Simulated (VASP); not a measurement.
Write the native input for VASP 6.6.1 that does the following.

| Property | Result |
| --- | --- |
| Task | single point |
| Functional | PBE |
| Potentials or basis | VASP PAW PBE potentials, release 64 (Hf_pv, O) |
| Cutoff | 520 eV |
| k mesh | 8 × 8 × 8 |
| Occupations | gaussian, width 0.02 eV |
| Spin | no spin polarisation |
| Dipole correction | no |
| Further INCAR settings | ALGO = Normal; EDIFF = 1e-07; NBANDS = 31 |

The structure of HfO2 lies in POSCAR:

```
HfO2
1.0
   -2.0097111781      2.0097111781      5.3212988190
    2.0097111781     -2.0097111781      5.3212988190
    2.0097111781      2.0097111781     -5.3212988190
Hf O
2 4
Direct
    0.0000000000      0.0000000000      0.0000000000
    0.7500000000      0.2500000000      0.5000000000
    0.9517231770      0.4517231770      0.5000000000
    0.2017231770      0.2017231770      0.0000000000
    0.5482768230      0.0482768230      0.5000000000
    0.7982768230      0.7982768230      0.0000000000
```

One way to write it, as run:

INCAR

```
PREC = Accurate
ENCUT = 520
EDIFF = 1E-7
ISMEAR = 0
SIGMA = 0.02
LREAL = F
LASPH = T
NELM = 80
ALGO = Normal
ISIF = 2
LWAVE = F
LCHARG = F
GGA = PE
NBANDS = 31
```

KPOINTS

```
Automatic mesh
0
Gamma
  8 8 8
```

Potentials or basis: VASP PAW PBE potentials, release 64 (Hf_pv, O).

The run is started by

```console
$ cat potpaw_PBE.64/Hf_pv/POTCAR potpaw_PBE.64/O/POTCAR > POTCAR
$ mpirun -np 1 vasp_std > vasp.out
```

Results of the run:

The pressure is -2.4 GPa and the largest force is 0.046 eV/Å. The band gap on the k mesh is 4.42 eV (least direct gap 4.65 eV).

Caveat: spin-orbit coupling is left out, which moves the levels of the heavy elements.

It took 3.6 min on 1 thread of AMD EPYC 9R45 96-Core Processor (Zen 5), on a shared host, peak memory 0.36 GiB.
